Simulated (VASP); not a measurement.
# SiGe4 in VASP: further runs

SiGe4 is run at these levels: PBE; tasks: single point.

All numbers are computed with VASP 6.6.1; they aren't measurements. Logs are shortened: lines on timing, memory, paths and dates and some standing lists are left out, and cuts for length are marked.

### 1 The cell of the first run

The cell holds a slab with vacuum, 5 atoms: a = 4.074 Å, b = 4.074 Å, c = 19.740 Å, α = 90.00°, β = 90.00°, γ = 120.00°.

### 2 Single point, PBE

File INCAR:

```
SYSTEM = SiGe4
PREC = Accurate
ENCUT = 520
EDIFF = 1E-7
ISMEAR = 0
SIGMA = 0.1
LREAL = .False.
LASPH = .True.
NELM = 80
ALGO = Normal
ISIF = 2
LWAVE = .False.
LCHARG = .True.
LDIPOL = .True.
IDIPOL = 3
DIPOL = 0.5 0.5 0.350
GGA = PE
LELF = .True.
LVHAR = .True.
LVACPOTAV = .True.
NBANDS = 38
```

File KPOINTS:

```
regular mesh
0
Gamma
  9 9 1
  0 0 0
```

File POSCAR:

```
SiGe4
1.0
    4.0740542171      0.0000000000      0.0000000000
   -2.0370271085      3.5282344484      0.0000000000
    0.0000000000      0.0000000000     19.7403205846
Ge Si
4 1
Direct
    0.3333333333      0.6666666667      0.2026309544
    0.0000000000      0.0000000000      0.2447585800
    0.0000000000      0.0000000000      0.3792011874
    0.6666666667      0.3333333333      0.4174360061
    0.6666666667      0.7777777778      0.5051209653
```

Potentials or basis: VASP PAW PBE potentials, release 64 (Ge_d, Si).

The run is started by

```sh
> cat potpaw_PBE.64/Ge_d/POTCAR potpaw_PBE.64/Si/POTCAR > POTCAR
> mpirun -np 1 vasp_std > vasp.out
```

OUTCAR:

```text
SYSTEM = SiGe4
   PREC = Accurate
   ENCUT = 520
   EDIFF = 1E-7
   ISMEAR = 0
   LREAL = .False.
   LASPH = .True.
   NELM = 80
   ISIF = 2
   GGA = PE

 ion  position               nearest neighbor table
   1  0.333  0.667  0.203-   2 2.49   2 2.49   2 2.49
   2  0.000  0.000  0.245-   1 2.49   1 2.49   1 2.49   3 2.65
   3  0.000  0.000  0.379-   4 2.47   4 2.47   4 2.47   2 2.65   5 2.76
   4  0.667  0.333  0.417-   3 2.47   3 2.47   3 2.47   5 2.50   5 2.85
   5  0.667  0.778  0.505-   4 2.50   3 2.76   4 2.85

  LATTYP: Found a hexagonal cell.
 ALAT       =     4.0740542171
 C/A-ratio  =     4.8453750325

  Lattice vectors:

 A1 = (   4.0740542171,   0.0000000000,   0.0000000000)
 A2 = (  -2.0370271085,   3.5282344484,   0.0000000000)
 A3 = (   0.0000000000,   0.0000000000,  19.7403205846)

Analysis of symmetry for initial positions (statically):
=====================================================================
 Subroutine PRICEL returns:
 Original cell was already a primitive cell.

 Routine SETGRP: Setting up the symmetry group for a
 hexagonal supercell.

 Subroutine GETGRP returns: Found  1 space group operations
 (whereof  1 operations were pure point group operations)
 out of a pool of 24 trial point group operations.

The static configuration has the point symmetry C_1 .

Analysis of symmetry for dynamics (positions and initial velocities):
=====================================================================
 Subroutine PRICEL returns:
 Original cell was already a primitive cell.

 Routine SETGRP: Setting up the symmetry group for a
 hexagonal supercell.

 Subroutine GETGRP returns: Found  1 space group operations
 (whereof  1 operations were pure point group operations)
 out of a pool of 24 trial point group operations.

The dynamic configuration has the point symmetry C_1 .

 Subroutine INISYM returns: Found  1 space group operations
 (whereof  1 operations are pure point group operations),
 and found     1 'primitive' translations

----------------------------------------------------------------------------------------

                                     Primitive cell

  volume of cell :     283.7517

  direct lattice vectors                    reciprocal lattice vectors
     4.074054217  0.000000000  0.000000000     0.245455742  0.141713939  0.000000000
    -2.037027108  3.528234448  0.000000000     0.000000000  0.283427877  0.000000000
     0.000000000  0.000000000 19.740320585     0.000000000  0.000000000  0.050657739

[... 90 lines left out ...]
   LREAL  =      F    real-space projection
   EDIFFG = 0.1E-05   stopping-criterion for IOM
   NSW    =      0    number of steps for IOM
   IBRION =     -1    ionic relax: 0-MD 1-quasi-New 2-CG
   NFREE  =      0    steps in history (QN), initial steepest desc. (CG)
   ISIF   =      2    stress and relaxation
   ISYM   =      2    0-nonsym 1-usesym 2-fastsym
   POTIM  = 0.5000    time-step for ionic-motion
   TEBEG  =    0.0;   TEEND  =   0.0 temperature during run
   PSTRESS=    0.0 pullay stress
   NELECT =      60.0000    total number of electrons
   NUPDOWN=      -1.0000    fix difference up-down
   EMIN   =  10.00;   EMAX   =-10.00  energy-range for DOS
   EFERMI =   0.00;   METHOD = LEGACY
   ISMEAR =     0;   SIGMA  =   0.10  broadening in eV -4-tet -1-fermi 0-gaus
   EFERMI_NEDOS =   21; number of points for ismear=-14 and -15
   IALGO  =     38    algorithm
   IMIX   =      4    mixing-type and parameters
     AMIX     =   0.40;   BMIX     =  1.00
     AMIX_MAG =   1.60;   BMIX_MAG =  1.00
  volume/ion in A,a.u.               =      56.75       382.97
  Fermi-wavevector in a.u.,A,eV,Ry     =   0.975317  1.843082 12.942449  0.951243
  Thomas-Fermi vector in A             =   2.105847
   LORBIT       =      0    0 simple, 1 ext, 2 COOP (PROOUT), +10 PAW based schemes
   GGA     = PE    functional components
   LHFCALC =     F    Hartree Fock is set to
   AEXX    =    0.0000 exact exchange contribution
   IVDW    =     0    specifies the selected vdW correction
   LEPSILON=     F    determine dielectric tensor
   LRPA    =     F    only Hartree local field effects (RPA)
 non-spin polarized calculation
 Gauss-broadening in eV      SIGMA  =   0.10
  energy-cutoff  :      520.00
  volume of cell :      283.75
 maximum number of plane-waves:      7693
   NGX = 15   NGY = 15   NGZ = 73

 dipolmoment           0.000000      0.000000      0.023844 electrons x Angstroem

 number of electron      59.9999957 magnetization

 dipolmoment           0.000000      0.000000     -0.016843 electrons x Angstroem

 Free energy of the ion-electron system (eV)
  ---------------------------------------------------
  ext. energy  EPLUGINS =         0.00000000
  ---------------------------------------------------
  free energy    TOTEN  =       -20.22795215 eV

  energy without entropy =      -20.20960753  energy(sigma->0) =      -20.21877984

 E-fermi :  -0.9417     XC(G=0):  -4.7448

 val. band max:       -0.9492314476   @ k =   0.3333   0.2222   0.0000
 cond. band min:      -0.9357386434   @ k =   0.0000   0.4444   0.0000
 fundamental gap:      0.0134928042
 Fermi energy:        -0.9416820380

 k-point     1 :       0.0000    0.0000    0.0000
  band No.  band energies     occupation
      1     -25.7816      2.00000
      2     -25.7675      2.00000
      3     -25.7208      2.00000
      4     -25.7121      2.00000
      5     -25.6944      2.00000
      6     -25.5487      2.00000
[... 973 lines left out ...]
     37       4.0234      0.00000
     38       4.9260      0.00000

 [... further k-points ...]
[... 5 lines left out ...]
  --------------------------------------------------------------------------------------
  -------------------------------------------------------------------------------------
  Total       -0.7551306     -0.2006236      0.5295271      0.5814926      0.2363113      0.1694737
  in kB       -4.2637745     -1.1328026      2.9899253      3.2833433      1.3343095      0.9569173
  external PRESSURE =      -0.8022173 kB  Pullay stress =       0.0000000 kB

 VOLUME and BASIS-vectors are now :
 -----------------------------------------------------------------------------
  energy-cutoff  :      520.00
  volume of cell :      283.75
      direct lattice vectors                 reciprocal lattice vectors
     4.074054217  0.000000000  0.000000000     0.245455742  0.141713939  0.000000000
    -2.037027108  3.528234448  0.000000000     0.000000000  0.283427877  0.000000000
     0.000000000  0.000000000 19.740320585     0.000000000  0.000000000  0.050657739

 POSITION                                       TOTAL-FORCE (eV/Angst)
 -----------------------------------------------------------------------------------
     -0.00000      2.35216      4.00000        -0.010595     -0.019099      0.197889
      0.00000      0.00000      4.83161        -0.070875     -0.063295     -0.183469
      0.00000      0.00000      7.48555         0.215674      0.353665     -0.980899
      2.03703      1.17608      8.24032        -0.160603     -0.390688      0.944922
      1.13168      2.74418      9.97125         0.026399      0.119417      0.021557
 -----------------------------------------------------------------------------------
    total drift:                               -0.000004      0.000066     -0.000780

  FREE ENERGIE OF THE ION-ELECTRON SYSTEM (eV)
  ---------------------------------------------------
  free  energy   TOTEN  =       -20.2279521454 eV

  energy  without entropy=      -20.2096075333  energy(sigma->0) =      -20.21877984

 vacuum level on the upper side and lower side of the slab         3.673         3.885
```

Run time: 11 min. Hardware: 1 thread of Intel Xeon Platinum 8488C (Sapphire Rapids), shared host; peak memory 0.57 GiB.

Results:

```yaml
Free_energy: -20.2280 eV
Largest_force: 1.065 eV/Å
Band_gap_on_the_k_mesh: zero (bands 30 and 31 overlap by 0.51 eV)
```

Forces on the atoms (eV/Å):
```
Ge  -0.011 -0.019  0.198
Ge  -0.071 -0.063 -0.183
Ge   0.216  0.354 -0.981
Ge  -0.161 -0.391  0.945
Si   0.026  0.119  0.022
```

### 3 Single point, PBE

File INCAR:

```
PREC = Accurate
ENCUT = 520
EDIFF = 1E-6
ISMEAR = 0
SIGMA = 0.1
LREAL = False
LASPH = True
NELM = 60
ALGO = Normal
ISIF = 2
LWAVE = False
LCHARG = False
LDIPOL = True
IDIPOL = 3
DIPOL = 0.5 0.5 0.352
GGA = PE
NBANDS = 38
```

File KPOINTS:

```
Automatic mesh
0
Gamma
  9 9 1
```

Changes to POSCAR since step 2:

```diff
@@ -12,2 +12,2 @@
     0.6666666667      0.3333333333      0.4174360061
-    0.6666666667      0.7777777778      0.5051209653
+    0.6666666667      1.0000000000      0.5174791499
```

Potentials or basis: VASP PAW PBE potentials, release 64 (Ge_d, Si).

The run is started by

```sh
> cat potpaw_PBE.64/Ge_d/POTCAR potpaw_PBE.64/Si/POTCAR > POTCAR
> mpirun -np 1 vasp_std > vasp.out
```

OUTCAR:

```text
PREC = Accurate
   ENCUT = 520
   EDIFF = 1E-6
   ISMEAR = 0
   LREAL = False
   LASPH = True
   NELM = 60
   ISIF = 2
   GGA = PE

 ion  position               nearest neighbor table
   1  0.333  0.667  0.203-   2 2.49   2 2.49   2 2.49
   2  0.000  0.000  0.245-   1 2.49   1 2.49   1 2.49   3 2.65
   3  0.000  0.000  0.379-   4 2.47   4 2.47   4 2.47   2 2.65
   4  0.667  0.333  0.417-   5 2.40   3 2.47   3 2.47   3 2.47
   5  0.667  0.000  0.517-   4 2.40

  LATTYP: Found a hexagonal cell.
 ALAT       =     4.0740542171
 C/A-ratio  =     4.8453750325

  Lattice vectors:

 A1 = (   4.0740542171,   0.0000000000,   0.0000000000)
 A2 = (  -2.0370271085,   3.5282344484,   0.0000000000)
 A3 = (   0.0000000000,   0.0000000000,  19.7403205846)

Analysis of symmetry for initial positions (statically):
=====================================================================
 Subroutine PRICEL returns:
 Original cell was already a primitive cell.

 Routine SETGRP: Setting up the symmetry group for a
 hexagonal supercell.

 Subroutine GETGRP returns: Found  1 space group operations
 (whereof  1 operations were pure point group operations)
 out of a pool of 24 trial point group operations.

The static configuration has the point symmetry C_1 .

Analysis of symmetry for dynamics (positions and initial velocities):
=====================================================================
 Subroutine PRICEL returns:
 Original cell was already a primitive cell.

 Routine SETGRP: Setting up the symmetry group for a
 hexagonal supercell.

 Subroutine GETGRP returns: Found  1 space group operations
 (whereof  1 operations were pure point group operations)
 out of a pool of 24 trial point group operations.

The dynamic configuration has the point symmetry C_1 .

 Subroutine INISYM returns: Found  1 space group operations
 (whereof  1 operations are pure point group operations),
 and found     1 'primitive' translations

----------------------------------------------------------------------------------------

[... 127 lines left out ...]
   LEPSILON=     F    determine dielectric tensor
   LRPA    =     F    only Hartree local field effects (RPA)
 non-spin polarized calculation
 Gauss-broadening in eV      SIGMA  =   0.10
  energy-cutoff  :      520.00
  volume of cell :      283.75
 maximum number of plane-waves:      7693
   NGX = 15   NGY = 15   NGZ = 73

 dipolmoment           0.000000      0.000000      0.023383 electrons x Angstroem

 number of electron      59.9999957 magnetization

 dipolmoment           0.000000      0.000000     -0.011817 electrons x Angstroem

 Free energy of the ion-electron system (eV)
  ---------------------------------------------------
  ext. energy  EPLUGINS =         0.00000000
  ---------------------------------------------------
  free energy    TOTEN  =       -20.14297999 eV

  energy without entropy =      -20.12826990  energy(sigma->0) =      -20.13562494

 E-fermi :  -0.8813     XC(G=0):  -4.7992

 val. band max:       -0.9050220248   @ k =   0.0000   0.0000   0.0000
 cond. band min:      -0.8727476003   @ k =   0.2222   0.3333   0.0000
 fundamental gap:      0.0322744245
 Fermi energy:        -0.8813027443

 k-point     1 :       0.0000    0.0000    0.0000
  band No.  band energies     occupation
      1     -25.6778      2.00000
      2     -25.6601      2.00000
      3     -25.6263      2.00000
      4     -25.6176      2.00000
      5     -25.6072      2.00000
      6     -25.4227      2.00000
[... 973 lines left out ...]
     37       4.0236      0.00000
     38       4.8294      0.00000

 [... further k-points ...]

------------------------ aborting loop because EDIFF is reached ----------------------------------------

 vacuum level on the upper side and lower side of the slab       (xc-potential included)        -0.209         0.056

  FORCE on cell =-STRESS in cart. coord.  units (eV):
  Direction    XX          YY          ZZ          XY          YZ          ZX
  --------------------------------------------------------------------------------------
  -------------------------------------------------------------------------------------
  Total       -0.5596603     -1.1270424      0.0828580     -0.2388322     -0.1051805      0.6781916
  in kB       -3.1600698     -6.3637397      0.4678502     -1.3485438     -0.5938920      3.8293452
  external PRESSURE =      -3.0186531 kB  Pullay stress =       0.0000000 kB

 VOLUME and BASIS-vectors are now :
 -----------------------------------------------------------------------------
  energy-cutoff  :      520.00
  volume of cell :      283.75
      direct lattice vectors                 reciprocal lattice vectors
     4.074054217  0.000000000  0.000000000     0.245455742  0.141713939  0.000000000
    -2.037027108  3.528234448  0.000000000     0.000000000  0.283427877  0.000000000
     0.000000000  0.000000000 19.740320585     0.000000000  0.000000000  0.050657739

 POSITION                                       TOTAL-FORCE (eV/Angst)
 -----------------------------------------------------------------------------------
     -0.00000      2.35216      4.00000        -0.035733      0.033831      0.285286
      0.00000      0.00000      4.83161        -0.064364     -0.025667     -0.237480
      0.00000      0.00000      7.48555         0.205860     -0.112834     -0.691561
      2.03703      1.17608      8.24032        -0.340097      0.172747      0.647335
      2.71604      0.00000     10.21520         0.234334     -0.068078     -0.003580
 -----------------------------------------------------------------------------------
    total drift:                                0.000018     -0.000013     -0.000898

  FREE ENERGIE OF THE ION-ELECTRON SYSTEM (eV)
  ---------------------------------------------------
  free  energy   TOTEN  =       -20.1429799884 eV

  energy  without entropy=      -20.1282698951  energy(sigma->0) =      -20.13562494

 vacuum level on the upper side and lower side of the slab         3.587         3.825
```

OSZICAR:

```text
N       E                     dE             d eps       ncg     rms          rms(c)
DAV:   1     0.541901857571E+03    0.54190E+03   -0.30977E+04  3724   0.265E+03
DAV:   2     0.663536177129E+02   -0.47555E+03   -0.46310E+03  3380   0.708E+02
DAV:   3    -0.157507711585E+02   -0.82104E+02   -0.81144E+02  4160   0.191E+02
[... 16 lines left out ...]
DAV:  20    -0.201429634363E+02   -0.35338E-04   -0.19398E-06  2464   0.168E-02    0.875E-04
DAV:  21    -0.201429726077E+02   -0.91714E-05   -0.63879E-07  2466   0.173E-02    0.713E-04
DAV:  22    -0.201429774455E+02   -0.48378E-05   -0.30564E-07  2434   0.545E-03    0.400E-04
DAV:  23    -0.201429792911E+02   -0.18457E-05   -0.14978E-07  2310   0.253E-03    0.307E-04
DAV:  24    -0.201429799884E+02   -0.69727E-06   -0.92284E-08  2294   0.331E-03
   1 F= -.20142980E+02 E0= -.20135625E+02  d E =-.147101E-01
```

stdout:

```text
POSCAR found type information on POSCAR GeSi
 POSCAR found :  2 types and       5 ions
 scaLAPACK will be used
 LDA part: xc-table for (Slater+PW92), standard interpolation
 POSCAR, INCAR and KPOINTS ok, starting setup
 FFT: planning ... GRIDC
 FFT: planning ... GRID_SOFT
 FFT: planning ... GRID
 WAVECAR not read
 entering main loop
```

It took 12 min on 1 thread of Intel Xeon Platinum 8488C (Sapphire Rapids), shared host; peak memory 0.57 GiB.

Results:

```
Free energy            : -20.1430 eV
Largest force          : 0.751 eV/Å
Band gap on the k mesh : zero (bands 30 and 31 overlap by 0.67 eV)
```

Forces in eV/Å, atoms in the order of the input:
```
Ge  -0.036  0.034  0.285
Ge  -0.064 -0.026 -0.237
Ge   0.206 -0.113 -0.692
Ge  -0.340  0.173  0.647
Si   0.234 -0.068 -0.004
```

Levels at points of the mesh, in eV from the Fermi level:
```tsv
k point	band 27	band 28	band 29	band 30	band 31	band 32	band 33	band 34
(0.00, 0.00, 0.00)	-1.04	-0.31	-0.08	-0.02	0.83	0.97	1.59	2.30
```

### 4 Single point, PBE

File INCAR:

```
PREC     = Accurate       # precision mode
ENCUT    = 520            # plane-wave cutoff, eV
EDIFF    = 1E-6           # SCF threshold, eV
ISMEAR   = 0              # smearing method
SIGMA    = 0.1            # smearing width, eV
LREAL    = False          # projectors in reciprocal space
LASPH    = True           # aspherical terms in the spheres
NELM     = 80             # most SCF steps
ALGO     = Normal         # electronic algorithm
ISIF     = 2              # what is computed and relaxed
LWAVE    = False          # write WAVECAR
LCHARG   = False          # write CHGCAR
LDIPOL   = True         
IDIPOL   = 3            
DIPOL    = 0.5 0.5 0.356
GGA      = PE             # functional
NBANDS   = 38             # bands
```

KPOINTS is that of step 3.

Changes to POSCAR since step 3:

```diff
@@ -12,2 +12,2 @@
     0.6666666667      0.3333333333      0.4174360061
-    0.6666666667      1.0000000000      0.5174791499
+    0.6666666667      1.2222222222      0.5363062823
```

The run is started by

```sh
> cat potpaw_PBE.64/Ge_d/POTCAR potpaw_PBE.64/Si/POTCAR > POTCAR
> mpirun -np 1 vasp_std > vasp.out
```

It took 11 min on 1 thread of Intel Xeon Platinum 8488C (Sapphire Rapids), shared host; peak memory 0.57 GiB.

Results (log left out):

| Item | Value |
| --- | --- |
| Free energy | -20.1797 eV |
| Largest force | 0.462 eV/Å |
| Band gap on the k mesh | zero (bands 30 and 31 overlap by 0.68 eV) |

Forces in eV/Å, atoms in the order of the input:
```
Ge  -0.044  0.043  0.375
Ge   0.028 -0.045 -0.265
Ge   0.043 -0.029 -0.459
Ge  -0.001 -0.044  0.342
Si  -0.026  0.075  0.007
```

Levels at points of the mesh, in eV from the Fermi level:
| k point | band 26 | band 27 | band 28 | band 29 | band 30 | band 31 | band 32 | band 33 | band 34 | band 35 |
| --- | --- | --- | --- | --- | --- | --- | --- | --- | --- | --- |
| (0.00, 0.00, 0.00) | -0.80 | -0.73 | -0.05 | -0.03 | 0.32 | 0.62 | 1.03 | 2.14 | 2.43 | 3.66 |

(Part 1 of 2 ends here.)

The gap in the log of VASP goes by the Fermi energy; the results here count the filled bands.